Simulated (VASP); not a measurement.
# Ta (I4/mmm) in VASP: notebook

Ta is run at these levels: PBEsol; tasks: single point.

Program: VASP 6.6.1. These are calculated values, not measurements. Logs are shortened: lines on timing, memory, paths and dates and some standing lists are left out, and cuts for length are marked.

### Step 1. The cell of the first run

Symmetry: I4/mmm, No. 139, tetragonal system. The conventional cell has a = 3.046 Å, b = 3.046 Å, c = 4.108 Å, α = 90.00°, β = 90.00°, γ = 90.00°. Ta (site symmetry 4/mmm) has 12 Ta at 2.98 to 3.05 Å within 3.9 Å.

### Step 2. Single point, PBEsol (19.06 Å³/atom)

File INCAR:

```
SYSTEM = Ta
PREC = Accurate
ENCUT = 520
EDIFF = 1E-6
ISMEAR = 0
SIGMA = 0.15
LREAL = .False.
LASPH = .True.
NELM = 60
ALGO = Fast
ISIF = 2
LWAVE = .False.
LCHARG = .False.
GGA = PS
NBANDS = 12
```

File KPOINTS:

```
Automatic mesh
0
Gamma
  22 22 22
  0 0 0
```

File POSCAR:

```
Ta
1.0
   -1.5232487751      1.5232487751      2.0539486483
    1.5232487751     -1.5232487751      2.0539486483
    1.5232487751      1.5232487751     -2.0539486483
Ta
1
Direct
    0.0000000000      0.0000000000      0.0000000000
```

Potentials or basis: VASP PAW PBE potentials, release 64 (Ta_pv).

The run is started by

```
$ cat potpaw_PBE.64/Ta_pv/POTCAR > POTCAR
$ mpirun -np 1 vasp_std > vasp.out
```

OUTCAR:

```text
SYSTEM = Ta
   PREC = Accurate
   ENCUT = 520
   EDIFF = 1E-6
   ISMEAR = 0
   LREAL = .False.
   LASPH = .True.
   NELM = 60
   ISIF = 2
   GGA = PS

 ion  position               nearest neighbor table
   1  0.000  0.000  0.000-

  LATTYP: Found a body centered tetragonal cell.
 ALAT       =     3.0464975502
 C/A-ratio  =     1.3484000000

  Lattice vectors:

 A1 = (  -1.5232487751,   1.5232487751,   2.0539486483)
 A2 = (   1.5232487751,  -1.5232487751,   2.0539486483)
 A3 = (   1.5232487751,   1.5232487751,  -2.0539486483)

Analysis of symmetry for initial positions (statically):
=====================================================================
 Subroutine PRICEL returns:
 Original cell was already a primitive cell.

 Routine SETGRP: Setting up the symmetry group for a
 body centered tetragonal supercell.

 Subroutine GETGRP returns: Found 16 space group operations
 (whereof 16 operations were pure point group operations)
 out of a pool of 16 trial point group operations.

The static configuration has the point symmetry D_4h.

Analysis of symmetry for dynamics (positions and initial velocities):
=====================================================================
 Subroutine PRICEL returns:
 Original cell was already a primitive cell.

 Routine SETGRP: Setting up the symmetry group for a
 body centered tetragonal supercell.

 Subroutine GETGRP returns: Found 16 space group operations
 (whereof 16 operations were pure point group operations)
 out of a pool of 16 trial point group operations.

The dynamic configuration has the point symmetry D_4h.

 Subroutine INISYM returns: Found 16 space group operations
 (whereof 16 operations are pure point group operations),
 and found     1 'primitive' translations

----------------------------------------------------------------------------------------

                                     Primitive cell

  volume of cell :      19.0630

  direct lattice vectors                    reciprocal lattice vectors
    -1.523248775  1.523248775  2.053948648     0.000000000  0.328245792  0.243433545
     1.523248775 -1.523248775  2.053948648     0.328245792  0.000000000  0.243433545
     1.523248775  1.523248775 -2.053948648     0.328245792  0.328245792  0.000000000

  length of vectors
     2.976454050  2.976454050  2.976454050     0.408662685  0.408662685  0.464209650

  position of ions in fractional coordinates (direct lattice)
     0.000000000  0.000000000  0.000000000

  ion indices of the primitive-cell ions
   primitive index   ion index
                 1           1

----------------------------------------------------------------------------------------

 KPOINTS: Automatic mesh

Automatic generation of k-mesh.
 Grid dimensions read from file:
 generate k-points for:   22   22   22

 Generating k-lattice:

  Cartesian coordinates                     Fractional coordinates (reciprocal lattice)
     0.000000000  0.014920263  0.011065161     0.045454545  0.000000000 -0.000000000
     0.014920263  0.000000000  0.011065161     0.000000000  0.045454545 -0.000000000
     0.014920263  0.014920263  0.000000000     0.000000000  0.000000000  0.045454545

  Length of vectors
     0.018575577  0.018575577  0.021100439

  Shift w.r.t. Gamma in fractional coordinates (k-lattice)
     0.000000000  0.000000000  0.000000000

 Subroutine IBZKPT returns following result:
 ===========================================

 Found    834 irreducible k-points:

 Following reciprocal coordinates:
            Coordinates               Weight
  0.000000  0.000000  0.000000      1.000000
  0.045455  0.000000  0.000000      8.000000
  0.090909  0.000000  0.000000      8.000000
  0.136364 -0.000000  0.000000      8.000000
  0.181818  0.000000  0.000000      8.000000
  0.227273  0.000000  0.000000      8.000000
[... 16 lines left out ...]
  0.500000  0.045455  0.000000     16.000000
 -0.454545  0.045455  0.000000     16.000000
 [... further k-points ...]
   k-points           NKPTS =    834   k-points in BZ     NKDIM =    834   number of bands    NBANDS=     12
   number of dos      NEDOS =    301   number of ions     NIONS =      1
   total plane-waves  NPLWV =  13824
   dimension x,y,z NGX =    24 NGY =   24 NGZ =   24
   dimension x,y,z NGXF=    48 NGYF=   48 NGZF=   48
   ions per type =               1
   NGX,Y,Z   is equivalent  to a cutoff of  13.40, 13.40, 13.40 a.u.
   NGXF,Y,Z  is equivalent  to a cutoff of  26.81, 26.81, 26.81 a.u.
 SYSTEM =  Ta
   PREC   = accura    normal or accurate (medium, high low for compatibility)
   ISTART =      0    job   : 0-new  1-cont  2-samecut
   ICHARG =      2    charge: 1-file 2-atom 10-const
   ISPIN  =      1    spin polarized calculation?
   LNONCOLLINEAR =      F non collinear calculations
   LSORBIT =      F    spin-orbit coupling
   LASPH  =      T    aspherical Exc in radial PAW
   ENCUT  =  520.0 eV  38.22 Ry    6.18 a.u.   5.53  5.53  5.53*2*pi/ulx,y,z
   NELM   =     60;   NELMIN=  2; NELMDL= -5     # of ELM steps
   EDIFF  = 0.1E-05   stopping-criterion for ELM
   LREAL  =      F    real-space projection
   EDIFFG = 0.1E-04   stopping-criterion for IOM
   NSW    =      0    number of steps for IOM
   IBRION =     -1    ionic relax: 0-MD 1-quasi-New 2-CG
   NFREE  =      0    steps in history (QN), initial steepest desc. (CG)
   ISIF   =      2    stress and relaxation
   ISYM   =      2    0-nonsym 1-usesym 2-fastsym
   POTIM  = 0.5000    time-step for ionic-motion
   TEBEG  =    0.0;   TEEND  =   0.0 temperature during run
   PSTRESS=    0.0 pullay stress
   NELECT =      11.0000    total number of electrons
   NUPDOWN=      -1.0000    fix difference up-down
   EMIN   =  10.00;   EMAX   =-10.00  energy-range for DOS
   EFERMI =   0.00;   METHOD = LEGACY
   ISMEAR =     0;   SIGMA  =   0.15  broadening in eV -4-tet -1-fermi 0-gaus
   EFERMI_NEDOS =   21; number of points for ismear=-14 and -15
   IALGO  =     68    algorithm
   IMIX   =      4    mixing-type and parameters
     AMIX     =   0.40;   BMIX     =  1.00
     AMIX_MAG =   1.60;   BMIX_MAG =  1.00
  volume/ion in A,a.u.               =      19.06       128.64
  Fermi-wavevector in a.u.,A,eV,Ry     =   1.362936  2.575575 25.274090  1.857593
  Thomas-Fermi vector in A             =   2.489382
   LORBIT       =      0    0 simple, 1 ext, 2 COOP (PROOUT), +10 PAW based schemes
   GGA     = PS    functional components
   LHFCALC =     F    Hartree Fock is set to
   AEXX    =    0.0000 exact exchange contribution
   IVDW    =     0    specifies the selected vdW correction
   LEPSILON=     F    determine dielectric tensor
   LRPA    =     F    only Hartree local field effects (RPA)
 non-spin polarized calculation
 RMM-DIIS sequential band-by-band and
 Gauss-broadening in eV      SIGMA  =   0.15
  energy-cutoff  :      520.00
  volume of cell :       19.06
 maximum number of plane-waves:       535
 NGX is ok and might be reduce to    24
   NGX = 11   NGY = 11   NGZ = 11

 number of electron      11.0000001 magnetization

 Free energy of the ion-electron system (eV)
  ---------------------------------------------------
  ext. energy  EPLUGINS =         0.00000000
  ---------------------------------------------------
  free energy    TOTEN  =       -12.28214138 eV

  energy without entropy =      -12.26697024  energy(sigma->0) =      -12.27455581

 E-fermi :   5.2129     XC(G=0): -12.4426

 val. band max:        5.2126413782   @ k =  -0.2727   0.2727   0.0909
 cond. band min:       5.2138408373   @ k =  -0.2273  -0.3636   0.1818
 fundamental gap:      0.0011994591
 Fermi energy:         5.2129322869

 k-point     1 :       0.0000    0.0000    0.0000
  band No.  band energies     occupation
      1     -28.3994      2.00000
      2     -28.3929      2.00000
      3     -28.3929      2.00000
      4      -2.8357      2.00000
      5       5.4985      0.00709
      6       5.4985      0.00709
      7       6.0888      0.00000
      8       8.1782      0.00000
      9       8.9801      0.00000
     10      17.7413      0.00000
     11      21.9884      0.00000
     12      21.9890      0.00000

 k-point     2 :       0.0455    0.0000    0.0000
  band No.  band energies     occupation
      1     -28.4170      2.00000
      2     -28.3984      2.00000
      3     -28.3962      2.00000
      4      -2.7536      2.00000
      5       5.4676      0.01633
      6       5.5373      0.00223
      7       6.0869      0.00000
      8       8.1476      0.00000
      9       8.9334      0.00000
     10      17.9150      0.00000
     11      21.7369      0.00000
     12      22.1370      0.00000

 k-point     3 :       0.0909    0.0000    0.0000
  band No.  band energies     occupation
      1     -28.4779      2.00000
      2     -28.4060      2.00000
      3     -28.4046      2.00000
      4      -2.5122      2.00000
      5       5.3430      0.21999
      6       5.6410      0.00005
      7       6.1244      0.00000
      8       8.0762      0.00000
      9       8.8118      0.00000
     10      18.3996      0.00000
     11      19.2923      0.00000
     12      21.0510      0.00000

 k-point     4 :       0.1364   -0.0000    0.0000
  band No.  band energies     occupation
      1     -28.5733      2.00000
      2     -28.4213      2.00000
      3     -28.4138      2.00000
      4      -2.1278      2.00000
      5       5.1170      1.63432
      6       5.7686      0.00000
      7       6.2310      0.00000
      8       8.0254      0.00000
      9       8.6683      0.00000
     10      19.0149      0.00000
     11      19.2908      0.00000
     12      20.2702      0.00000

 k-point     5 :       0.1818    0.0000    0.0000
  band No.  band energies     occupation
      1     -28.6940      2.00000
      2     -28.4410      2.00000
      3     -28.4256      2.00000
      4      -1.6291      2.00000
      5       4.8546      1.99927
      6       5.8501      0.00000
      7       6.3505      0.00000
      8       8.0889      0.00000
      9       8.5863      0.00000
     10      18.8470      0.00000
     11      19.3000      0.00000
     12      20.4172      0.00000
[... 228 lines left out ...]
      1     -29.3132      2.00000
      2     -28.5607      2.00000
      3     -28.4911      2.00000
      4       0.6764      2.00000
      5       5.1338      1.54439
      6       5.4424      0.03052
      7       5.8994      0.00000
      8      10.2286      0.00000
      9      10.9715      0.00000
     10      15.4373      0.00000
     11      17.9434      0.00000
     12      19.3061      0.00000

 k-point    22 :       0.4545    0.0455    0.0000
  band No.  band energies     occupation
      1     -29.3536      2.00000
      2     -28.5660      2.00000
      3     -28.4982      2.00000
      4       0.7405      2.00000
      5       5.0672      1.83043
      6       5.7125      0.00000
      7       5.8870      0.00000
      8      10.5860      0.00000
      9      11.1989      0.00000
     10      15.0389      0.00000
     11      17.4896      0.00000
     12      19.3039      0.00000

 k-point    23 :       0.5000    0.0455    0.0000
  band No.  band energies     occupation
      1     -29.3584      2.00000
      2     -28.5647      2.00000
      3     -28.5013      2.00000
      4       0.7470      2.00000
      5       5.0486      1.87863
      6       5.6937      0.00001
      7       5.9577      0.00000
      8      10.7159      0.00000
      9      11.1460      0.00000
     10      14.9753      0.00000
     11      17.4207      0.00000
     12      19.3037      0.00000

 k-point    24 :      -0.4545    0.0455    0.0000
  band No.  band energies     occupation
      1     -29.3271      2.00000
      2     -28.5571      2.00000
      3     -28.5003      2.00000
      4       0.7007      2.00000
      5       5.0806      1.78780
      6       5.5181      0.00401
      7       5.9452      0.00000
      8      10.5605      0.00000
      9      10.8552      0.00000
     10      15.2906      0.00000
     11      17.7244      0.00000
     12      19.3049      0.00000

 [... further k-points ...]
[... 5 lines left out ...]
  --------------------------------------------------------------------------------------
  -------------------------------------------------------------------------------------
  Total       -0.7823997     -0.7823997     -1.5887276      0.0000000      0.0000000      0.0000000
  in kB      -65.7579098    -65.7579098   -133.5269029      0.0000000      0.0000000      0.0000000
  external PRESSURE =     -88.3475742 kB  Pullay stress =       0.0000000 kB

 VOLUME and BASIS-vectors are now :
 -----------------------------------------------------------------------------
  energy-cutoff  :      520.00
  volume of cell :       19.06
      direct lattice vectors                 reciprocal lattice vectors
    -1.523248775  1.523248775  2.053948648     0.000000000  0.328245792  0.243433545
     1.523248775 -1.523248775  2.053948648     0.328245792  0.000000000  0.243433545
     1.523248775  1.523248775 -2.053948648     0.328245792  0.328245792  0.000000000

 POSITION                                       TOTAL-FORCE (eV/Angst)
 -----------------------------------------------------------------------------------
      0.00000      0.00000      0.00000         0.000000     -0.000000      0.000000
 -----------------------------------------------------------------------------------
    total drift:                                0.000000      0.000000      0.000000

  FREE ENERGIE OF THE ION-ELECTRON SYSTEM (eV)
  ---------------------------------------------------
  free  energy   TOTEN  =       -12.2821413788 eV

  energy  without entropy=      -12.2669702443  energy(sigma->0) =      -12.27455581
```

It took 6.2 min on 1 thread of AMD EPYC 7R43 (Zen 3), shared host; peak memory 0.25 GiB.

What came out:

| Quantity | Value |
| --- | --- |
| Free energy | -12.2821 eV |
| Pressure | -8.8 GPa |
| Band gap on the k mesh | zero (an odd number of electrons rules out a gap without spin polarisation) |

Caveat: the cell stands under tension; the PAW data sets were made with another functional, which shifts forces and pressure a little; spin-orbit coupling is left out, which moves the levels of the heavy elements.

### Step 3. Single point, PBEsol (19.06 Å³/atom)

File INCAR:

```
SYSTEM = Ta
ALGO     = Fast           ! electronic algorithm
EDIFF    = 1E-7           ! SCF threshold, eV
ENCUT    = 520            ! plane-wave cutoff, eV
GGA      = PS             ! functional
ISIF     = 2              ! what is computed and relaxed
ISMEAR   = 0              ! smearing method
LASPH    = .TRUE.         ! aspherical terms in the spheres
LCHARG   = .FALSE.        ! write CHGCAR
LREAL    = .FALSE.        ! projectors in reciprocal space
LWAVE    = .FALSE.        ! write WAVECAR
NBANDS   = 12             ! bands
NELM     = 80             ! most SCF steps
PREC     = Accurate       ! precision mode
SIGMA    = 0.15           ! smearing width, eV
```

File KPOINTS:

```
k-points
0
G
  22 22 22
  0 0 0
```

File POSCAR:

```
Ta
1.0
   -1.7687878450      1.7687878450      1.5232800921
    1.7687878450     -1.7687878450      1.5232800921
    1.7687878450      1.7687878450     -1.5232800921
Ta
1
Direct
    0.0000000000      0.0000000000      0.0000000000
```

Potentials or basis: VASP PAW PBE potentials, release 64 (Ta_pv).

The run is started by

```
$ cat potpaw_PBE.64/Ta_pv/POTCAR > POTCAR
$ mpirun -np 1 vasp_std > vasp.out
```

Run time: 7.3 min. Hardware: 1 thread of AMD EPYC 7R43 (Zen 3), shared host; peak memory 0.25 GiB.

It converged, with:

- Free energy: -12.4408 eV
- Pressure: -11.8 GPa
- Band gap on the k mesh: zero (an odd number of electrons rules out a gap without spin polarisation)

Stress tensor (GPa, compression positive):
```
-14.61   0.00   0.00
  0.00 -14.61   0.00
  0.00   0.00  -6.19
```

Levels at points of the mesh, in eV from the Fermi level:
```csv
k point,band 1,band 2,band 3,band 4,band 5,band 6,band 7,band 8,band 9,band 10
"(0.00, 0.00, 0.00)",-33.38,-33.38,-33.32,-7.82,-0.47,1.45,1.45,2.18,4.73,13.94
"(0.50, 0.00, 0.00)",-34.35,-33.71,-33.45,-4.19,-2.01,1.71,3.40,5.89,6.98,10.98
"(0.50, 0.50, 0.00)",-34.35,-33.56,-33.33,-4.39,-0.07,0.62,1.92,3.72,6.89,10.14
"(0.50, 0.50, 0.50)",-34.13,-34.13,-33.81,-3.76,-3.46,6.17,6.17,6.70,6.82,6.82
```

Caveat: the cell stands under tension; the PAW data sets were made with another functional, which shifts forces and pressure a little; spin-orbit coupling is left out, which moves the levels of the heavy elements.

### Step 4. Single point, PBEsol (19.06 Å³/atom)

File INCAR:

```
PREC     = Accurate       # precision mode
ENCUT    = 520            # plane-wave cutoff, eV
EDIFF    = 1E-6           # SCF threshold, eV
ISMEAR   = 0              # smearing method
SIGMA    = 0.15           # smearing width, eV
LREAL    = False          # projectors in reciprocal space
LASPH    = True           # aspherical terms in the spheres
NELM     = 100            # most SCF steps
ALGO     = Fast           # electronic algorithm
ISIF     = 2              # what is computed and relaxed
LWAVE    = False          # write WAVECAR
LCHARG   = False          # write CHGCAR
GGA      = PS             # functional
NBANDS   = 12             # bands
```

File KPOINTS:

```
Automatic mesh
0
Gamma
  22 22 22
```

File POSCAR:

```
Ta
1.0
   -1.6010617289      1.6010617289      1.8591528796
    1.6010617289     -1.6010617289      1.8591528796
    1.6010617289      1.6010617289     -1.8591528796
Ta
1
Direct
    0.0000000000      0.0000000000      0.0000000000
```

The run is started by

```
$ cat potpaw_PBE.64/Ta_pv/POTCAR > POTCAR
$ mpirun -np 1 vasp_std > vasp.out
```

Wall time 3.4 min (1 thread of AMD EPYC 7R43 (Zen 3), shared host); peak memory 0.25 GiB.

It converged, with:

- Free energy: -12.4232 eV
- Pressure: -12.0 GPa
- Band gap on the k mesh: zero (an odd number of electrons rules out a gap without spin polarisation)

Stress tensor (GPa, compression positive):
```
 -8.18   0.00   0.00
  0.00  -8.18   0.00
  0.00   0.00 -19.69
```

Levels at points of the mesh, in eV from the Fermi level:
```tsv
k point	band 1	band 2	band 3	band 4	band 5	band 6	band 7	band 8	band 9	band 10
(0.00, 0.00, 0.00)	-33.37	-33.35	-33.35	-7.82	0.29	0.29	1.86	2.41	4.43	13.33
(0.50, 0.00, 0.00)	-34.35	-33.61	-33.38	-4.29	-0.78	1.01	2.12	4.94	6.77	10.35
(0.50, 0.50, 0.00)	-34.30	-33.75	-33.46	-4.17	-2.48	1.99	4.98	5.34	7.29	11.19
(0.50, 0.50, 0.50)	-34.22	-33.92	-33.92	-3.81	-3.35	5.70	5.97	6.49	6.49	9.35
```

Caveat: the cell stands under tension; the PAW data sets were made with another functional, which shifts forces and pressure a little; spin-orbit coupling is left out, which moves the levels of the heavy elements.

### Step 5. Overview

| cell | further INCAR settings | gap on the mesh (eV) | pressure (GPa) |
| --- | --- | --- | --- |
| a = 2.976 Å, angles 118.4, 118.4, 92.7°, 1 atom | ALGO = Fast; EDIFF = 1e-06; NBANDS = 12 | none | -8.8 |
| a = 2.929 Å, angles 105.7, 105.7, 117.3°, 1 atom | ALGO = Fast; EDIFF = 1e-07; NBANDS = 12 | none | -11.8 |
| a = 2.930 Å, angles 113.7, 113.7, 101.2°, 1 atom | ALGO = Fast; EDIFF = 1e-06; NBANDS = 12 | none | -12.0 |

Alike in all rows: task single point; level PBEsol; potentials or basis VASP PAW PBE potentials, release 64 (Ta_pv); no spin polarisation; k mesh 22 × 22 × 22; cutoff (eV) 520; smearing gaussian 0.15 eV.

Caveats: the cell stands under tension; the PAW data sets were made with another functional, which shifts forces and pressure a little; spin-orbit coupling is left out, which moves the levels of the heavy elements.

Absolute energies hang on the potentials; compare differences alone.
